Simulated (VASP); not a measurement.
Wanted: the native input for a VASP 6.6.1 run.

```yaml
Task: single point
Functional: LDA
Potentials_or_basis: VASP PAW LDA potentials, release 64 (Sr_sv, Ca_sv)
Cutoff: 520 eV
k_mesh: 5 × 5 × 1
Occupations: fermi-dirac, width 0.15 eV
Spin: no spin polarisation
Dipole_correction: yes
Further_INCAR_settings: ALGO = Normal; EDIFF = 1e-07; NBANDS = 28
```

The structure of SrCa lies in POSCAR:

```
SrCa
1.0
    4.1347482800      0.0000000000      0.0000000000
   -2.0673741400      3.5807970600      0.0000000000
    0.0000000000      0.0000000000     26.1024865450
Sr Ca
2 2
Direct
    0.3333333333      0.6666666667      0.4354947371
    0.0000000000      1.0000000000      0.6935157888
    0.0000000000      0.0000000000      0.3064842112
    0.6666666667      0.3333333333      0.5645052629
```

One way to write it, as run:

INCAR

```
SYSTEM = SrCa
PREC = Accurate
ENCUT = 520
EDIFF = 1E-7
ISMEAR = -1
SIGMA = 0.15
LREAL = .False.
LASPH = .True.
NELM = 60
ALGO = Normal
ISIF = 2
LWAVE = .False.
LCHARG = .False.
LDIPOL = .True.
IDIPOL = 3
DIPOL = 0.5 0.5 0.500
NBANDS = 28
```

KPOINTS

```
regular mesh
0
Gamma
  5 5 1
  0 0 0
```

Potentials or basis: VASP PAW LDA potentials, release 64 (Sr_sv, Ca_sv).

Run with:

```console
$ cat potpaw_LDA.64/Sr_sv/POTCAR potpaw_LDA.64/Ca_sv/POTCAR > POTCAR
$ mpirun -np 1 vasp_std > vasp.out
```

Results of the run:

```yaml
Largest_force: 0.259 eV/Å
Band_gap_on_the_k_mesh: 0.24 eV, indirect (least direct gap 0.31 eV)
```

Run time: 110 s on 1 thread of Intel(R) Xeon(R) Platinum 8375C CPU @ 2.90GHz (Ice Lake) (shared host), peak memory 0.38 GiB.
